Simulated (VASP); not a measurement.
# Ta3AlSn2Bi2O16 (P1) in VASP: notebook, part 2 of 2

VASP 6.6.1. The steps go on from the part before.

## 3. Single point, PBE

This run uses another cell than the first one, of 11.95 Å³/atom.

File INCAR:

```
SYSTEM = Ta3AlSn2Bi2O16
ALGO = Normal
EDIFF = 1E-6
ENCUT = 520
GGA = PE
ISIF = 2
ISMEAR = 0
ISYM = 0
LASPH = .TRUE.
LCHARG = .FALSE.
LREAL = Auto
LWAVE = .FALSE.
NBANDS = 113
NELM = 60
PREC = Accurate
SIGMA = 0.1
```

File KPOINTS:

```
Automatic mesh
0
Gamma
  2 2 2
  0.5 0.5 0.5
```

File POSCAR:

```
Ta3AlSn2Bi2O16
1.0
   -5.2506769896      5.1837061412      0.1485840458
   -5.2307963533      0.1684646821      5.4060270343
   -0.0817534823      5.2505367047      5.4927382342
O Al Sn Ta Bi
16 1 2 3 2
Direct
    0.8305653397      0.8877605733      0.4622632399
    0.2906493910      0.9399290770      0.4740710196
    0.8636118286      0.2811223983      0.4039178781
    0.8847567227      0.9141852840      0.8063341357
    0.5010018419      0.3216243997      0.3167654732
    0.4072095102      0.7962055942      0.8338805370
    0.8098712539      0.4353033894      0.8623039174
    0.4205434904      0.4041359785      0.8583766726
    0.5928936289      0.6618482794      0.1540785454
    0.1362123529      0.5809398930      0.1955433350
    0.6118354485      0.0871475108      0.1431258334
    0.6803661368      0.6518800104      0.4919926240
    0.1752100779      0.0730747793      0.1353194277
    0.1736209670      0.6292436170      0.5443233464
    0.4906424518      0.1457869234      0.6885237936
    0.1473628340      0.2319787092      0.6137270344
    0.0222500434      0.9654652830      0.4906631153
    0.5213586623      1.0010134581     -0.0108430662
    0.5203512890      0.4678775849      0.5010586040
    0.4940221993      0.4749684625      0.0172844332
    0.4895434453      1.0027711427      0.5013174824
   -0.0211995759      0.5491055704      0.5076379653
    0.0150307604      0.9997400669      0.9582541595
   -0.0082933473      0.4586921711      0.0478938153
```

Potentials or basis: VASP PAW PBE potentials, release 64 (O, Al, Sn_d, Ta_pv, Bi_d).

Run with:

```
$ cat potpaw_PBE.64/O/POTCAR potpaw_PBE.64/Al/POTCAR potpaw_PBE.64/Sn_d/POTCAR potpaw_PBE.64/Ta_pv/POTCAR potpaw_PBE.64/Bi_d/POTCAR > POTCAR
$ mpirun -np 1 vasp_std > vasp.out
```

OUTCAR:

```text
SYSTEM = Ta3AlSn2Bi2O16
   EDIFF = 1E-6
   ENCUT = 520
   GGA = PE
   ISIF = 2
   ISMEAR = 0
   ISYM = 0
   LASPH = .TRUE.
   LREAL = Auto
   NELM = 60
   PREC = Accurate

 ion  position               nearest neighbor table
   1  0.831  0.888  0.462-  17 1.92  22 2.08  21 2.10
   2  0.291  0.940  0.474-  17 1.83  21 1.89
   3  0.864  0.281  0.404-  17 1.90  19 2.10  24 2.19
   4  0.885  0.914  0.806-  17 1.97  18 2.22  23 2.29  24 2.75
   5  0.501  0.322  0.317-  20 1.93  21 2.04  19 2.29
   6  0.407  0.796  0.834-  20 1.96  21 2.08  23 2.40
   7  0.810  0.435  0.862-  20 1.94  22 2.18  24 2.50  23 2.62
   8  0.421  0.404  0.858-  20 1.92  19 2.25  18 2.42  24 2.63
   9  0.593  0.662  0.154-  18 2.04  19 2.14  24 2.42  20 2.65
  10  0.136  0.581  0.196-  22 1.98  20 2.18  23 2.55  24 2.57
  11  0.612  0.087  0.143-  18 2.07  21 2.20  20 2.31  23 2.44
  12  0.680  0.652  0.492-  22 1.96  19 2.20  21 2.27
  13  0.175  0.073  0.135-  18 2.09  17 2.17  24 2.32  23 2.57
  14  0.174  0.629  0.544-  22 2.00  17 2.05  19 2.11
  15  0.491  0.146  0.689-  18 2.01  19 2.11  21 2.21
  16  0.147  0.232  0.614-  22 1.93  21 2.22  23 2.26
  17  0.022  0.965  0.491-   2 1.83   3 1.90   1 1.92   4 1.97  14 2.05  13 2.17  22 3.24  24 3.39
[... 194 lines left out ...]
      1     -29.6871      2.00000
      2     -29.6236      2.00000
      3     -29.6062      2.00000
      4     -29.5202      2.00000
      5     -29.4966      2.00000
      6     -29.4597      2.00000
[... 429 lines left out ...]
    106      10.1168      0.00000
    107      10.3273      0.00000
 [bands above 107 left out]

------------------------ aborting loop because EDIFF is reached ----------------------------------------

  FORCE on cell =-STRESS in cart. coord.  units (eV):
  Direction    XX          YY          ZZ          XY          YZ          ZX
  --------------------------------------------------------------------------------------
  -------------------------------------------------------------------------------------
  Total        1.0888927      1.2760482      0.7445144     -0.0332401     -0.0874816      0.0060146
  in kB        6.0841524      7.1298775      4.1599498     -0.1857279     -0.4888009      0.0336066
  external PRESSURE =       5.7913266 kB  Pullay stress =       0.0000000 kB

 VOLUME and BASIS-vectors are now :
 -----------------------------------------------------------------------------
  energy-cutoff  :      520.00
  volume of cell :      286.74
      direct lattice vectors                 reciprocal lattice vectors
    -5.250676990  5.183706141  0.148584046    -0.095761838  0.098657174 -0.095732211
    -5.230796353  0.168464682  5.406027034    -0.096575746 -0.100536941  0.094666353
    -0.081753482  5.250536705  5.492738234     0.097641605  0.096281038  0.091476308

 POSITION                                       TOTAL-FORCE (eV/Angst)
 -----------------------------------------------------------------------------------
     -9.04252      6.88209      7.46176        -0.052401      0.028038      0.011086
     -6.48144      4.15411      7.72842         0.116514     -0.087512     -0.041333
     -6.03806      6.64485      3.86669         0.005491      0.039705     -0.020907
     -9.49341      8.97401      9.50255         0.005068     -0.005602     -0.043158
     -4.33885      4.31442      3.55306         0.010221      0.066993      0.053860
     -6.37109      6.62331      8.94510        -0.043092     -0.037628      0.032162
[... 16 lines left out ...]
     -5.38670      5.27768     10.67029        -0.002675      0.025421      0.019644
     -7.61037      5.46946      2.89012        -0.043199     -0.032381     -0.012728
 -----------------------------------------------------------------------------------
    total drift:                               -0.019162      0.016872      0.014019

  FREE ENERGIE OF THE ION-ELECTRON SYSTEM (eV)
  ---------------------------------------------------
  free  energy   TOTEN  =      -185.6132376972 eV

  energy  without entropy=     -185.6132376972  energy(sigma->0) =     -185.61323770
```

OSZICAR:

```text
N       E                     dE             d eps       ncg     rms          rms(c)
DAV:   1     0.304716197223E+04    0.30472E+04   -0.88004E+04   928   0.213E+03
DAV:   2     0.364433267175E+03   -0.26827E+04   -0.25782E+04  1008   0.665E+02
DAV:   3    -0.176492995107E+03   -0.54093E+03   -0.51793E+03  1004   0.259E+02
DAV:   4    -0.221582166974E+03   -0.45089E+02   -0.44388E+02  1120   0.817E+01
DAV:   5    -0.223331910728E+03   -0.17497E+01   -0.17398E+01  1144   0.161E+01    0.598E+01
DAV:   6    -0.184844204184E+03    0.38488E+02   -0.16788E+02  1376   0.807E+01    0.214E+01
DAV:   7    -0.185819928721E+03   -0.97572E+00   -0.20870E+01  1032   0.147E+01    0.142E+01
DAV:   8    -0.185727998667E+03    0.91930E-01   -0.29992E+00  1144   0.741E+00    0.238E+00
DAV:   9    -0.185607316008E+03    0.12068E+00   -0.49417E-01  1296   0.357E+00    0.703E-01
DAV:  10    -0.185611583838E+03   -0.42678E-02   -0.95409E-02  1128   0.110E+00    0.432E-01
DAV:  11    -0.185612319112E+03   -0.73527E-03   -0.93166E-03  1232   0.479E-01    0.253E-01
DAV:  12    -0.185613161368E+03   -0.84226E-03   -0.29216E-03  1016   0.245E-01    0.776E-02
DAV:  13    -0.185613205160E+03   -0.43792E-04   -0.41180E-04  1168   0.108E-01    0.436E-02
DAV:  14    -0.185613235164E+03   -0.30004E-04   -0.10076E-04  1152   0.426E-02    0.145E-02
DAV:  15    -0.185613237026E+03   -0.18618E-05   -0.15046E-05  1080   0.178E-02    0.646E-03
DAV:  16    -0.185613237697E+03   -0.67130E-06   -0.65090E-06   912   0.947E-03
   1 F= -.18561324E+03 E0= -.18561324E+03  d E =-.349445E-12
```

stdout:

```text
POSCAR found type information on POSCAR O AlSnTaBi
 POSCAR found :  5 types and      24 ions
 scaLAPACK will be used
 LDA part: xc-table for (Slater+PW92), standard interpolation
 POSCAR, INCAR and KPOINTS ok, starting setup
 FFT: planning ... GRIDC
 FFT: planning ... GRID_SOFT
 FFT: planning ... GRID
 WAVECAR not read
 entering main loop
```

It took 3.2 min on 1 thread of Intel Xeon 6975P-C (Granite Rapids), shared host; peak memory 0.5 GiB.

What came out:

| Item | Value |
| --- | --- |
| Free energy | -185.6132 eV |
| Pressure | 0.6 GPa |
| Largest force | 0.151 eV/Å |
| Band gap on the k mesh | 2.79 eV |

Forces on the atoms (eV/Å):
```
O   -0.052  0.028  0.011
O    0.117 -0.088 -0.041
O    0.005  0.040 -0.021
O    0.005 -0.006 -0.043
O    0.010  0.067  0.054
O   -0.043 -0.038  0.032
O   -0.070  0.038 -0.041
O    0.041 -0.066 -0.069
O    0.011  0.005 -0.013
O   -0.012 -0.037 -0.030
O    0.002  0.033  0.014
O    0.046 -0.052  0.015
O    0.054 -0.019  0.015
O   -0.030  0.008  0.050
O    0.022 -0.017 -0.033
O    0.023  0.050 -0.051
Al  -0.007 -0.008 -0.003
Sn  -0.029 -0.012  0.024
Sn   0.005  0.029  0.029
Ta   0.002 -0.017  0.045
Ta  -0.050  0.065  0.030
Ta  -0.003  0.003  0.019
Bi  -0.003  0.025  0.020
Bi  -0.043 -0.032 -0.013
```

Caveat: spin-orbit coupling is left out, which moves the levels of the heavy elements; a shifted mesh leaves out Γ, where band edges can lie. A k mesh can miss the band edges.

## 4. Single point, PBE

This run uses another cell than the first one, of 12.81 Å³/atom.

File INCAR:

```
SYSTEM = Ta3AlSn2Bi2O16
  PREC = Accurate
  ENCUT = 520
  EDIFF = 1E-7
  ISMEAR = 0
  SIGMA = 0.1
  LREAL = Auto
  LASPH = .TRUE.
  NELM = 60
  ALGO = Normal
  ISIF = 2
  LWAVE = .FALSE.
  LCHARG = .TRUE.
  GGA = PE
  LELF = .TRUE.
  LVHAR = .TRUE.
  NBANDS = 113
  ISYM = 0
```

KPOINTS is that of step 3.

File POSCAR:

```
Ta3AlSn2Bi2O16
1.0
   -4.7799824665      5.1669333594      0.0474553177
   -5.0154719569     -0.1880341727      5.7860013858
    0.1696636295      5.3840523066      5.7676308426
O Al Sn Ta Bi
16 1 2 3 2
Direct
    0.9813987415      0.8451612388      0.3218127723
    0.3375493896      0.8287916963      0.3521940742
    0.7541229410      0.5053664638      0.3584551889
    0.8874467489      0.8545558923      0.9984921793
    0.3753665972      0.3656382431      0.4887121865
    0.2704856216      0.9949433310      0.8597173222
    0.8682347371      0.3173446705      0.8437759251
    0.5023056211      0.3327405172      0.8105317354
    0.6467511153      0.6116171237      0.0123135774
    0.2272918402      0.5051120084      0.1170535837
    0.6078082503      0.1570733720      0.1966532213
    0.5302303836      0.6978494725      0.6636491640
    0.0303017436      0.2040726111      0.1563183018
    0.1177366973      0.6151907897      0.7331478405
    0.7287873401      0.0127327293      0.6050174536
    0.1435554308      0.1176604086      0.5107858519
    1.0374448649     -0.0055202969      0.4268007297
    0.9592081144      0.5260834226      1.0475326546
    0.4612074786      1.0378262578      0.5321896155
    0.9611338550      0.0323005128      1.0505940347
    0.5410367686      0.4610337368     -0.0441612316
    0.4325920233      0.5539280421      0.5442406096
    0.5427736730      0.9779146785      0.9510049546
    1.0190116739      0.4632802329      0.4807423806
```

Run with:

```
$ cat potpaw_PBE.64/O/POTCAR potpaw_PBE.64/Al/POTCAR potpaw_PBE.64/Sn_d/POTCAR potpaw_PBE.64/Ta_pv/POTCAR potpaw_PBE.64/Bi_d/POTCAR > POTCAR
$ mpirun -np 1 vasp_std > vasp.out
```

It took 3.4 min on 1 thread of Intel Xeon 6975P-C (Granite Rapids), shared host; peak memory 0.52 GiB.

The run converged. Its results:

| Item | Value |
| --- | --- |
| Free energy | -186.4591 eV |
| Pressure | 0.5 GPa |
| Largest force | 0.145 eV/Å |
| Band gap on the k mesh | 2.67 eV (least direct gap 2.81 eV) |

Forces in eV/Å, atoms in the order of the input:
```
O    0.064  0.123  0.041
O   -0.060 -0.110  0.031
O   -0.008  0.008 -0.007
O    0.037 -0.011 -0.045
O    0.024 -0.006 -0.040
O   -0.021  0.004 -0.026
O   -0.037 -0.018 -0.019
O    0.035  0.014 -0.030
O   -0.055  0.023  0.070
O    0.064 -0.027  0.074
O   -0.002  0.005 -0.017
O   -0.008 -0.017 -0.008
O    0.023  0.035 -0.020
O    0.004 -0.044  0.010
O   -0.030  0.015 -0.044
O    0.031 -0.017 -0.021
Al   0.003 -0.004 -0.003
Sn   0.020 -0.021  0.016
Sn  -0.010  0.004 -0.017
Ta  -0.052 -0.045  0.024
Ta  -0.008  0.005 -0.033
Ta  -0.009  0.077 -0.014
Bi   0.008  0.021  0.036
Bi  -0.015 -0.014  0.043
```

Stress tensor (GPa, compression positive):
```
0.33 0.01 0.01
0.01 0.60 0.02
0.01 0.02 0.44
```

Levels at points of the mesh, in eV from the valence-band top:
```tsv
k point	band 93	band 94	band 95	band 96	band 97	band 98
(0.25, 0.25, 0.25)	-0.51	-0.27	-0.08	2.74	3.15	3.60
```

Caveat: spin-orbit coupling is left out, which moves the levels of the heavy elements; a shifted mesh leaves out Γ, where band edges can lie. A k mesh can miss the band edges.

## 5. Summary

| cell | gap on the mesh (eV) | pressure (GPa) | largest force (eV/Å) |
| --- | --- | --- | --- |
| a = 7.158, b = 7.506, c = 7.354 Å, angles 61.1, 59.7, 60.4°, 24 atoms, atomic positions A | 3.05 | 0.5 | 0.09 |
| a = 7.380, b = 7.524, c = 7.599 Å, angles 57.2, 59.5, 58.3°, 24 atoms, atomic positions B | 2.79 | 0.6 | 0.15 |
| a = 7.039, b = 7.660, c = 7.892 Å, angles 58.6, 60.6, 64.4°, 24 atoms, atomic positions C | 2.67 | 0.5 | 0.14 |

Alike in all rows: task single point; level PBE; potentials or basis VASP PAW PBE potentials, release 64 (O, Al, Sn_d, Ta_pv, Bi_d); no spin polarisation; k mesh 2 × 2 × 2, shifted; cutoff (eV) 520; smearing gaussian 0.1 eV.

Caveats: spin-orbit coupling is left out, which moves the levels of the heavy elements; a shifted mesh leaves out Γ, where band edges can lie.

Absolute energies hang on the potentials; compare differences alone.
